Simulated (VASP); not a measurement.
Wanted: the native input for a VASP 6.6.1 run.

```
Task                   : single point
Functional             : LDA
Potentials or basis    : VASP PAW LDA potentials, release 64 (Te, Mo_sv)
Cutoff                 : 520 eV
k mesh                 : 9 × 9 × 1
Occupations            : fermi-dirac, width 0.05 eV
Spin                   : no spin polarisation
Dipole correction      : no
Further INCAR settings : ALGO = Normal; EDIFF = 1e-07; NBANDS = 49
```

The structure of Te2Mo lies in POSCAR:

```
Te2Mo
1.0
    3.4709344322      0.0000000000      0.0000000000
   -1.7354672161      3.0059173931      0.0000000000
    0.0000000000      0.0000000000     30.2044946069
Te Mo
6 3
Direct
    0.0000000000      0.0000000000      0.0594891910
    0.3333333333      0.6666666667      0.2871560216
    0.3333333333      0.6666666667      0.8317079252
    0.3333333333      0.6666666667      0.1682920748
    0.3333333333      0.6666666667      0.7128439784
    0.0000000000      0.0000000000      0.9405108090
    0.3333333333      0.6666666667      0.0000000000
    0.0000000000      0.0000000000      0.2278203950
    0.0000000000      0.0000000000      0.7721796050
```

One way to write it, as run:

INCAR

```
PREC = Accurate
ENCUT = 520
EDIFF = 1E-7
ISMEAR = -1
SIGMA = 0.05
LREAL = F
LASPH = T
NELM = 100
ALGO = Normal
ISIF = 2
LWAVE = F
LCHARG = F
NBANDS = 49
```

KPOINTS

```
regular mesh
0
Gamma
  9 9 1
```

Potentials or basis: VASP PAW LDA potentials, release 64 (Te, Mo_sv).

Command:

```bash
$ cat potpaw_LDA.64/Te/POTCAR potpaw_LDA.64/Mo_sv/POTCAR > POTCAR
$ mpirun -np 1 vasp_std > vasp.out
```

Results of the run:

| Quantity | Value |
| --- | --- |
| Largest force | 0.058 eV/Å |
| Band gap on the k mesh | 0.85 eV (least direct gap 1.15 eV) |

Caveat: there is no dipole correction, which matters where the two faces differ; spin-orbit coupling is left out, which moves the levels of the heavy elements.

It took 7.1 min on 1 thread of AMD EPYC 7R43 64-Core Processor (Zen 3), on a shared host, peak memory 0.38 GiB.
